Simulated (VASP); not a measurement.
A run of VASP 6.6.1:

Contents of INCAR:

```
SYSTEM = BaHfO3
ALGO = Normal
EDIFF = 1E-6
ENCUT = 600
GGA = PS
GGA_COMPAT = .False.
ISIF = 2
ISMEAR = -1
LASPH = .True.
LCHARG = .False.
LREAL = .False.
LWAVE = .False.
NBANDS = 49
NELM = 120
PREC = Accurate
SIGMA = 0.05
```

File KPOINTS:

```
Automatic mesh
0
Gamma
  2 2 2
  0.5 0.5 0.5
```

The input POSCAR:

```
BaHfO3
1.0
    8.2974880000      0.0000000000      0.0000000000
    0.0000000000      4.1487440000      0.0000000000
    0.0000000000      0.0000000000      4.1487440000
Ba Hf O
2 2 6
Direct
    0.9960970000      0.9792000000      0.9825200000
    0.5057590000      0.0167000000      0.0165580000
    0.2467280000      0.4832520000      0.4869260000
    0.7564780000      0.5260810000      0.5196760000
    0.2496480000      0.5151090000      0.0121840000
    0.7615200000      0.5096200000      0.9900150000
    0.9861540000      0.5161300000      0.5206280000
    0.4939600000      0.4610770000      0.5143070000
    0.2470870000      0.9921300000      0.4860880000
    0.7541680000      0.0054370000      0.4996440000
```

Potentials or basis: VASP PAW PBE potentials, release 64 (Ba_sv, Hf_pv, O).

Launch:

```sh
$ cat potpaw_PBE.64/Ba_sv/POTCAR potpaw_PBE.64/Hf_pv/POTCAR potpaw_PBE.64/O/POTCAR > POTCAR
$ mpirun -np 1 vasp_std > vasp.out
```

Hardware: 1 thread of Intel Xeon 8259CL (shared host).

**Question.** How long does it take, and how much memory?

**Answer.** Run time: 83 s on 1 thread of Intel Xeon 8259CL (shared host), peak memory 0.29 GiB. Counts: scf iterations 15, k points 4.
